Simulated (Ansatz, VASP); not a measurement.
One calculation of HPt6, two programs

```
Pt H
1.0
     5.61433    0.00000    0.00000
     0.00000    5.61433    0.00000
     0.00000    0.00000   21.85138
Pt H
12 2
Direct
  0.25000 0.25000 0.18305
  0.25000 0.75000 0.18305
  0.75000 0.25000 0.18305
  0.75000 0.75000 0.18305
  0.00000 0.00000 0.27121
  0.00000 0.50000 0.27121
  0.50000 0.00000 0.27121
  0.50000 0.50000 0.27121
  0.25000 0.25000 0.35931
  0.25000 0.75000 0.35931
  0.75000 0.25000 0.35931
  0.75000 0.75000 0.35931
  0.83533 0.00000 0.39455
  0.16467 0.00000 0.39455
```

Alike in both runs: task single point; functional PBE; k mesh 5 × 5 × 1; occupations gaussian, width 0.1 eV; no spin polarisation.

|  | VASP | Ansatz |
| --- | --- | --- |
| version | VASP 6.6.1 | Ansatz 0.2.0 |
| potentials or method | VASP PAW PBE potentials, release 64 (Pt, H), cutoff 520 eV | scalar-relativistic, plane waves, PAW |
| valence electrons in the cell | 122 | 218 |

```csv
,VASP,Ansatz,Ansatz less VASP
gap on the k mesh at the Fermi level (eV),none,none,-
rms of the force components (eV/Å),0.428,0.418,-0.0098
```

Atom by atom the forces differ by 0.017 eV/Å (rms over components). A gap of «none» marks a metal or a gap that the smearing closes. VASP's potentials hold 122 valence electrons a cell and Ansatz's 218, so a difference there can come from the potentials and not from the codes.

Neither program's run includes spin-orbit coupling.
